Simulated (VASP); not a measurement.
Set up this calculation in VASP 6.6.1, as the native input.

```
Task                   : electric field gradients
Functional             : PBE
Potentials or basis    : VASP PAW PBE potentials, release 64 (W_sv, S)
Cutoff                 : 520 eV
k mesh                 : 13 × 13 × 13
Occupations            : fermi-dirac, width 0.08 eV
Spin                   : no spin polarisation
Dipole correction      : no
Further INCAR settings : ALGO = Normal; EDIFF = 1e-08; NBANDS = 20
```

The structure of WS2 lies in POSCAR:

```
WS2
1.0
    1.5684027470      0.9055177481      6.1219641228
   -1.5684027470      0.9055177481      6.1219641228
    0.0000000000     -1.8110354963      6.1219641228
W S
1 2
Direct
    0.0000000000      0.0000000000      0.0000000000
    0.7503000000      0.7503000000      0.7503000000
    0.5810000000      0.5810000000      0.5810000000
```

The input as run:

INCAR

```
PREC = Accurate ; ENCUT = 520
EDIFF = 1E-8 ; ISMEAR = -1
SIGMA = 0.08 ; LREAL = False
LASPH = True ; NELM = 100
ALGO = Normal ; ISIF = 2
LWAVE = False ; LCHARG = False
GGA = PE ; LEFG = True
NBANDS = 20
```

KPOINTS

```
Automatic mesh
0
Gamma
  13 13 13
```

Potentials or basis: VASP PAW PBE potentials, release 64 (W_sv, S).

Run with:

```console
$ cat potpaw_PBE.64/W_sv/POTCAR potpaw_PBE.64/S/POTCAR > POTCAR
$ mpirun -np 1 vasp_std > vasp.out
```

Results of the run:

```json
{"Pressure": "8.3 GPa", "Largest force": "0.898 eV/Å", "Band gap on the k mesh": "1.06 eV (least direct gap 2.17 eV)", "Largest electric field gradient by atom": "W -157.6; S -50.2, -42.5 V/Å²"}
```

Caveat: the cell stands under pressure; without QUAD_EFG the Cq values of the log hold for a quadrupole moment of 1 mb, not for the nuclei; spin-orbit coupling is left out, which moves the levels of the heavy elements.

It took 9.2 min on 1 thread of AMD EPYC 9R45 (Zen 5) (shared host), peak memory 0.44 GiB.
